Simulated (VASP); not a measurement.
# Cu (Cmcm) in VASP: single point with r2SCAN

Aim: the single point of Cu with r2SCAN.

Everything below comes from runs of VASP 6.6.1. Logs are shortened: lines on timing, memory, paths and dates and some standing lists are left out, and cuts for length are marked.

### Step 1. The cell of the first run

Symmetry: Cmcm, No. 63, orthorhombic system. Conventional cell: a = 2.439 Å, b = 7.955 Å, c = 2.477 Å, α = 90.00°, β = 90.00°, γ = 90.00°. Cu (site symmetry m2m) has 10 Cu at 2.44 to 2.54 Å within 3.2 Å.

### Step 2. Single point, r2SCAN

POSCAR

```
Cu
1.0
    1.2192992035     -3.9775942642      0.0000000000
    1.2192992035      3.9775942642      0.0000000000
    0.0000000000      0.0000000000      2.4770877153
Cu
2
Direct
    0.1338381917      0.8661618083      0.2500000000
    0.8661618083      0.1338381917      0.7500000000
```

INCAR.step1

```
SYSTEM = Cu
PREC = Accurate ; ENCUT = 520
ISMEAR = 0 ; SIGMA = 0.15
LREAL = .FALSE. ; LASPH = .TRUE.
NELM = 60 ; NBANDS = 18
GGA = PE ; ALGO = Normal
EDIFF = 1E-4 ; LWAVE = .TRUE.
LCHARG = .FALSE.
```

INCAR.step2

```
SYSTEM = Cu
PREC = Accurate ; ENCUT = 520
EDIFF = 1E-6 ; ISMEAR = 0
SIGMA = 0.15 ; LREAL = .FALSE.
LASPH = .TRUE. ; NELM = 60
ALGO = Normal ; ISIF = 2
LWAVE = .FALSE. ; LCHARG = .TRUE.
METAGGA = R2SCAN ; LMIXTAU = .TRUE.
LELF = .TRUE. ; LVHAR = .TRUE.
NBANDS = 18 ; ISTART = 1
```

KPOINTS

```
regular mesh
0
G
  14 14 14
  0 0 0
```

Potentials or basis: VASP PAW PBE potentials, release 64 (Cu).

The run is started by

```bash
cat potpaw_PBE.64/Cu/POTCAR > POTCAR
cp INCAR.step1 INCAR
mpirun -np 1 vasp_std > vasp.out
cp INCAR.step2 INCAR
mpirun -np 1 vasp_std > vasp.out
```

OUTCAR:

```text
SYSTEM = Cu
   PREC = Accurate
   ENCUT = 520
   EDIFF = 1E-6
   ISMEAR = 0
   LREAL = .FALSE.
   LASPH = .TRUE.
   NELM = 60
   ISIF = 2
   METAGGA = R2SCAN
   ISTART = 1

 ion  position               nearest neighbor table
   1  0.134  0.866  0.250-   2 2.46   2 2.46   2 2.54   2 2.54   2 2.54   2 2.54
   2  0.866  0.134  0.750-   1 2.46   1 2.46   1 2.54   1 2.54   1 2.54   1 2.54

  LATTYP: Found a base centered orthorhombic cell.
 ALAT       =     2.4385984070
 B/A-ratio  =     3.2621970496
 C/A-ratio  =     1.0157833730

  Lattice vectors:

 A1 = (   1.2192992035,  -3.9775942642,   0.0000000000)
 A2 = (   1.2192992035,   3.9775942642,   0.0000000000)
 A3 = (   0.0000000000,   0.0000000000,   2.4770877153)

Analysis of symmetry for initial positions (statically):
=====================================================================
 Subroutine PRICEL returns:
 Original cell was already a primitive cell.

 Routine SETGRP: Setting up the symmetry group for a
 base centered orthorhombic supercell.

 Subroutine GETGRP returns: Found  8 space group operations
 (whereof  4 operations were pure point group operations)
 out of a pool of  8 trial point group operations.

The static configuration has the point symmetry C_2h.
 The point group associated with its full space group is D_2h.

Analysis of symmetry for dynamics (positions and initial velocities):
=====================================================================
 Subroutine PRICEL returns:
 Original cell was already a primitive cell.

 Routine SETGRP: Setting up the symmetry group for a
 base centered orthorhombic supercell.

 Subroutine GETGRP returns: Found  8 space group operations
 (whereof  4 operations were pure point group operations)
 out of a pool of  8 trial point group operations.

The dynamic configuration has the point symmetry C_2h.
 The point group associated with its full space group is D_2h.

 Subroutine INISYM returns: Found  8 space group operations
 (whereof  4 operations are pure point group operations),
 and found     1 'primitive' translations

----------------------------------------------------------------------------------------

                                     Primitive cell

  volume of cell :      24.0271

  direct lattice vectors                    reciprocal lattice vectors
     1.219299204 -3.977594264  0.000000000     0.410071620 -0.125704123  0.000000000
     1.219299204  3.977594264  0.000000000     0.410071620  0.125704123  0.000000000
     0.000000000  0.000000000  2.477087715     0.000000000  0.000000000  0.403699875

  length of vectors
     4.160282043  4.160282043  2.477087715     0.428905888  0.428905888  0.403699875

  position of ions in fractional coordinates (direct lattice)
     0.133838192  0.866161808  0.250000000
     0.866161808  0.133838192  0.750000000

  ion indices of the primitive-cell ions
   primitive index   ion index
                 1           1
                 2           2

----------------------------------------------------------------------------------------

 KPOINTS: regular mesh

Automatic generation of k-mesh.
 Grid dimensions read from file:
 generate k-points for:   14   14   14

 Generating k-lattice:

  Cartesian coordinates                     Fractional coordinates (reciprocal lattice)
     0.029290830 -0.008978866  0.000000000     0.071428571  0.000000000  0.000000000
     0.029290830  0.008978866  0.000000000     0.000000000  0.071428571  0.000000000
     0.000000000  0.000000000  0.028835705     0.000000000  0.000000000  0.071428571

  Length of vectors
     0.030636135  0.030636135  0.028835705

  Shift w.r.t. Gamma in fractional coordinates (k-lattice)
     0.000000000  0.000000000  0.000000000

 Subroutine IBZKPT returns following result:
 ===========================================

 Found    456 irreducible k-points:

 Following reciprocal coordinates:
            Coordinates               Weight
  0.000000  0.000000  0.000000      1.000000
  0.071429  0.000000  0.000000      4.000000
  0.142857 -0.000000  0.000000      4.000000
  0.214286  0.000000  0.000000      4.000000
  0.285714 -0.000000  0.000000      4.000000
  0.357143  0.000000  0.000000      4.000000
[... 16 lines left out ...]
  0.214286  0.142857  0.000000      4.000000
  0.285714  0.142857  0.000000      4.000000
 [... further k-points ...]
   k-points           NKPTS =    456   k-points in BZ     NKDIM =    456   number of bands    NBANDS=     18
   number of dos      NEDOS =    301   number of ions     NIONS =      2
   total plane-waves  NPLWV =  18432
   dimension x,y,z NGX =    32 NGY =   32 NGZ =   18
   dimension x,y,z NGXF=    64 NGYF=   64 NGZF=   36
   ions per type =               2
   NGX,Y,Z   is equivalent  to a cutoff of  12.79, 12.79, 12.08 a.u.
   NGXF,Y,Z  is equivalent  to a cutoff of  25.57, 25.57, 24.16 a.u.
 SYSTEM =  Cu
   PREC   = accura    normal or accurate (medium, high low for compatibility)
   ISTART =      1    job   : 0-new  1-cont  2-samecut
   ICHARG =      0    charge: 1-file 2-atom 10-const
   ISPIN  =      1    spin polarized calculation?
   LNONCOLLINEAR =      F non collinear calculations
   LSORBIT =      F    spin-orbit coupling
   LASPH  =      T    aspherical Exc in radial PAW
   ENCUT  =  520.0 eV  38.22 Ry    6.18 a.u.   7.74  7.74  4.61*2*pi/ulx,y,z
   NELM   =     60;   NELMIN=  2; NELMDL=  0     # of ELM steps
   EDIFF  = 0.1E-05   stopping-criterion for ELM
   LREAL  =      F    real-space projection
   EDIFFG = 0.1E-04   stopping-criterion for IOM
   NSW    =      0    number of steps for IOM
   IBRION =     -1    ionic relax: 0-MD 1-quasi-New 2-CG
   NFREE  =      0    steps in history (QN), initial steepest desc. (CG)
   ISIF   =      2    stress and relaxation
   ISYM   =      2    0-nonsym 1-usesym 2-fastsym
   POTIM  = 0.5000    time-step for ionic-motion
   TEBEG  =    0.0;   TEEND  =   0.0 temperature during run
   PSTRESS=    0.0 pullay stress
   NELECT =      22.0000    total number of electrons
   NUPDOWN=      -1.0000    fix difference up-down
   EMIN   =  10.00;   EMAX   =-10.00  energy-range for DOS
   EFERMI =   0.00;   METHOD = LEGACY
   ISMEAR =     0;   SIGMA  =   0.15  broadening in eV -4-tet -1-fermi 0-gaus
   EFERMI_NEDOS =   21; number of points for ismear=-14 and -15
   IALGO  =     38    algorithm
   IMIX   =      4    mixing-type and parameters
     AMIX     =   0.40;   BMIX     =  1.00
     AMIX_MAG =   1.60;   BMIX_MAG =  1.00
  volume/ion in A,a.u.               =      12.01        81.07
  Fermi-wavevector in a.u.,A,eV,Ry     =   1.589699  3.004096 34.383884  2.527144
  Thomas-Fermi vector in A             =   2.688508
   LORBIT       =      0    0 simple, 1 ext, 2 COOP (PROOUT), +10 PAW based schemes
   METAGGA = R2SCAN    functional components
   LHFCALC =     F    Hartree Fock is set to
   AEXX    =    0.0000 exact exchange contribution
   IVDW    =     0    specifies the selected vdW correction
   LEPSILON=     F    determine dielectric tensor
   LRPA    =     F    only Hartree local field effects (RPA)
 non-spin polarized calculation
 Gauss-broadening in eV      SIGMA  =   0.15
  energy-cutoff  :      520.00
  volume of cell :       24.03
 maximum number of plane-waves:       672
   NGX = 15   NGY = 15   NGZ =  9

 number of electron      21.9999989 magnetization

 Free energy of the ion-electron system (eV)
  ---------------------------------------------------
  ext. energy  EPLUGINS =         0.00000000
  ---------------------------------------------------
  free energy    TOTEN  =       -21.34883343 eV

  energy without entropy =      -21.34238335  energy(sigma->0) =      -21.34560839

 E-fermi :   7.2092     XC(G=0): -13.5635

 val. band max:        7.1943766923   @ k =  -0.4286   0.1429   0.0000
 cond. band min:       7.2166815103   @ k =   0.5000   0.0000   0.1429
 fundamental gap:      0.0223048180
 Fermi energy:         7.2092051148

 k-point     1 :       0.0000    0.0000    0.0000
  band No.  band energies     occupation
      1      -2.3221      2.00000
      2       2.0844      2.00000
      3       2.8671      2.00000
      4       3.3544      2.00000
      5       4.0729      2.00000
      6       4.3321      2.00000
[... 10 lines left out ...]
     17      27.4187      0.00000
     18      29.5749      0.00000

 k-point     2 :       0.0714    0.0000    0.0000
  band No.  band energies     occupation
      1      -2.1693      2.00000
      2       2.1409      2.00000
      3       2.9237      2.00000
      4       3.4072      2.00000
      5       4.0898      2.00000
      6       4.3261      2.00000
[... 10 lines left out ...]
     17      28.0501      0.00000
     18      31.3485      0.00000

 k-point     3 :       0.1429   -0.0000    0.0000
  band No.  band energies     occupation
      1      -1.7185      2.00000
      2       2.2897      2.00000
      3       3.0807      2.00000
      4       3.5556      2.00000
      5       4.1364      2.00000
      6       4.2195      2.00000
[... 10 lines left out ...]
     17      28.3493      0.00000
     18      31.7674      0.00000

 k-point     4 :       0.2143    0.0000    0.0000
  band No.  band energies     occupation
      1      -0.9966      2.00000
      2       2.4777      2.00000
      3       3.2865      2.00000
      4       3.6062      2.00000
      5       3.9801      2.00000
      6       4.1998      2.00000
[... 375 lines left out ...]
      4       3.5137      2.00000
      5       4.1324      2.00000
      6       4.2109      2.00000
[... 10 lines left out ...]
     17      28.9460      0.00000
     18      33.1015      0.00000

 k-point    23 :       0.2143    0.1429    0.0000
  band No.  band energies     occupation
      1       0.7288      2.00000
      2       2.8039      2.00000
      3       3.0758      2.00000
      4       3.5298      2.00000
      5       4.1641      2.00000
      6       4.2310      2.00000
[... 10 lines left out ...]
     17      29.3909      0.00000
     18      31.2329      0.00000

 k-point    24 :       0.2857    0.1429    0.0000
  band No.  band energies     occupation
      1       1.5692      2.00000
      2       2.7319      2.00000
      3       3.1029      2.00000
      4       3.5696      2.00000
      5       4.1112      2.00000
      6       4.2313      2.00000
[... 10 lines left out ...]
     17      28.7118      0.00000
     18      29.9777      0.00000

 [... further k-points ...]

------------------------ aborting loop because EDIFF is reached ----------------------------------------

  FORCE on cell =-STRESS in cart. coord.  units (eV):
  Direction    XX          YY          ZZ          XY          YZ          ZX
  --------------------------------------------------------------------------------------
  -------------------------------------------------------------------------------------
  Total        0.1145137      0.0650316      0.1621832      0.0000000      0.0000000      0.0000000
  in kB        7.6359982      4.3364363     10.8146963      0.0000000      0.0000000      0.0000000
  external PRESSURE =       7.5957102 kB  Pullay stress =       0.0000000 kB

 VOLUME and BASIS-vectors are now :
 -----------------------------------------------------------------------------
  energy-cutoff  :      520.00
  volume of cell :       24.03
      direct lattice vectors                 reciprocal lattice vectors
     1.219299204 -3.977594264  0.000000000     0.410071620 -0.125704123  0.000000000
     1.219299204  3.977594264  0.000000000     0.410071620  0.125704123  0.000000000
     0.000000000  0.000000000  2.477087715     0.000000000  0.000000000  0.403699875

 POSITION                                       TOTAL-FORCE (eV/Angst)
 -----------------------------------------------------------------------------------
      1.21930      2.91289      0.61927         0.000000      0.006146     -0.000000
      1.21930     -2.91289      1.85782         0.000000     -0.006146      0.000000
 -----------------------------------------------------------------------------------
    total drift:                                0.000000     -0.000000      0.000000

  FREE ENERGIE OF THE ION-ELECTRON SYSTEM (eV)
  ---------------------------------------------------
  free  energy   TOTEN  =       -21.3488334340 eV

  energy  without entropy=      -21.3423833494  energy(sigma->0) =      -21.34560839
```

Wall time 7.1 min (1 thread of Intel Xeon Platinum 8259CL at 2.50GHz (Skylake/Cascade Lake), shared host); peak memory 0.28 GiB.

Results:

* Free energy: -21.3488 eV
* Pressure: 0.8 GPa
* Largest force: 0.006 eV/Å
* Band gap on the k mesh: zero (bands 11 and 12 overlap by 5.97 eV)

Forces in eV/Å, atoms in the order of the input:
```
Cu   0.000  0.006  0.000
Cu   0.000 -0.006  0.000
```

Levels at points of the mesh, in eV from the Fermi level:
| k point | band 7 | band 8 | band 9 | band 10 | band 11 | band 12 | band 13 | band 14 | band 15 | band 16 |
| --- | --- | --- | --- | --- | --- | --- | --- | --- | --- | --- |
| (0.00, 0.00, 0.00) | -2.46 | -2.15 | -1.96 | -1.82 | -1.54 | -0.03 | 5.05 | 15.48 | 19.24 | 20.14 |
| (0.50, 0.00, 0.00) | -2.83 | -2.62 | -2.24 | -1.76 | -0.51 | 1.34 | 2.67 | 7.19 | 13.49 | 16.30 |
| (0.50, 0.50, 0.00) | -2.69 | -2.41 | -2.39 | -2.06 | -1.73 | -1.65 | 14.24 | 15.87 | 16.32 | 18.44 |
| (0.00, 0.00, 0.50) | -2.86 | -2.86 | -1.83 | -1.83 | -0.03 | -0.03 | 8.56 | 8.56 | 9.87 | 9.87 |
| (0.50, 0.00, 0.50) | -1.92 | -1.92 | -1.35 | -1.35 | 3.90 | 3.90 | 7.83 | 7.83 | 10.08 | 10.08 |
| (0.50, 0.50, 0.50) | -2.11 | -2.11 | -1.65 | -1.65 | -0.98 | -0.98 | 3.90 | 3.90 | 18.75 | 18.75 |

Caveat: the PAW data sets were made with another functional, which shifts forces and pressure a little.
